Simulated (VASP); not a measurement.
# Fe: single point with revPBE

Crystal: Fe.

```
Fe
1.0
     2.81999    0.00000    0.00000
     0.00000    2.81999    0.00000
     0.00000    0.00000    2.81999
Fe
2
Direct
  0.00000 0.00000 0.00000
  0.50000 0.50000 0.50000
```

```json
{
  "Program": "VASP 6.6.1",
  "Task": "single point",
  "Functional": "revPBE",
  "Potentials or basis": "VASP PAW PBE potentials, release 64 (Fe)",
  "Cutoff": "600 eV",
  "k mesh": "11 × 11 × 11",
  "Occupations": "fermi-dirac, width 0.05 eV",
  "Spin": "non-collinear spin, typed start, spin-orbit coupling",
  "Starting moments": "[[-0.0, -0.0, -2.213], [-0.0, -0.0, -2.213]] μB"
}
```

| Quantity | Value |
| --- | --- |
| Pressure | 6.8 GPa |
| Net moment | 4.37 μB per cell |
| Valence electrons inside the program's atomic spheres | Fe 7.29 |

Moments on the atoms (μB; x, y, z):
```
Fe   0.00  0.00 -2.18
Fe   0.00  0.00 -2.18
```

It took 19 min on 1 thread of Oxide Virtual Turin-like Processor, with other jobs on the host, peak memory 0.32 GiB.

Caveat: the cell stands under pressure; the PAW data sets were made with another functional, which shifts forces and pressure a little.
